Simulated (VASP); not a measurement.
## GaN: single point with PBE

Crystal: GaN.

```xyz
8
Lattice="-3.2185 0.0000 0.0000 0.0000 0.0000 -5.2434 0.0000 -5.5747 0.0000" Properties=species:S:1:pos:R:3 pbc="T T T"
Ga   -1.6093   -1.0038   -0.0174
Ga    0.0000   -3.6418    0.0399
Ga    0.0000   -1.9329   -2.5818
Ga   -1.6093   -4.5708   -2.6391
N    -1.6093   -0.9418   -3.3386
N     0.0000   -3.7039   -3.3634
N     0.0000   -1.8708   -0.7417
N    -1.6093   -4.6329   -0.7169
```

This cell differs from its parent crystal: atoms displaced along a vibrational mode.

```
Program                : VASP 6.6.1
Task                   : single point
Functional             : PBE
Potentials or basis    : VASP PAW PBE potentials, release 64 (Ga_d, N)
Cutoff                 : 520 eV
k mesh                 : 8 × 6 × 6
Occupations            : gaussian, width 0.05 eV
Spin                   : no spin polarisation
Dipole correction      : no
Further INCAR settings : ALGO = Normal; EDIFF = 1e-06; NBANDS = 46
```

The pressure is 1.7 GPa. The largest force is 2.681 eV/Å and the band gap on the k mesh is 1.49 eV.

Forces on the atoms (eV/Å):
```
Ga   0.000  1.482 -0.350
Ga   0.000 -1.574 -2.171
Ga   0.000  1.574 -2.171
Ga   0.000 -1.482 -0.350
N    0.000 -0.089  0.927
N    0.000 -0.119  1.594
N    0.000  0.119  1.594
N    0.000  0.089  0.927
```

Stress tensor (GPa, compression positive):
```
-1.81  0.00  0.00
 0.00 -1.82  0.00
 0.00  0.00  8.67
```

Levels at points of the mesh, in eV from the valence-band top:
```
           k point  band 34  band 35  band 36  band 37  band 38  band 39
(0.00, 0.00, 0.00)    -0.43    -0.06     0.00     1.49     4.02     4.88
(0.50, 0.00, 0.00)    -1.95    -1.94    -1.84     4.75     5.63     6.06
(0.00, 0.50, 0.00)    -0.61    -0.49    -0.49     3.75     3.75     4.15
(0.50, 0.50, 0.00)    -2.15    -1.61    -1.61     5.21     5.21     5.69
(0.00, 0.00, 0.50)    -0.98    -0.50    -0.23     3.77     4.07     5.64
(0.50, 0.00, 0.50)    -2.32    -0.99    -0.75     4.48     4.96     5.24
(0.00, 0.50, 0.50)    -1.80    -0.85    -0.85     4.57     4.57     5.10
(0.50, 0.50, 0.50)    -1.95    -1.64    -1.64     3.67     3.67     4.37
```

It took 4.9 min on 1 thread of Intel(R) Xeon(R) Platinum 8259CL CPU @ 2.50GHz (Skylake/Cascade Lake) (shared host), peak memory 0.37 GiB.

Caveat: the cell differs from its parent crystal (atoms displaced along a vibrational mode); forces of over 1 eV/Å act on the atoms, so gaps and moduli don't describe the material at rest.
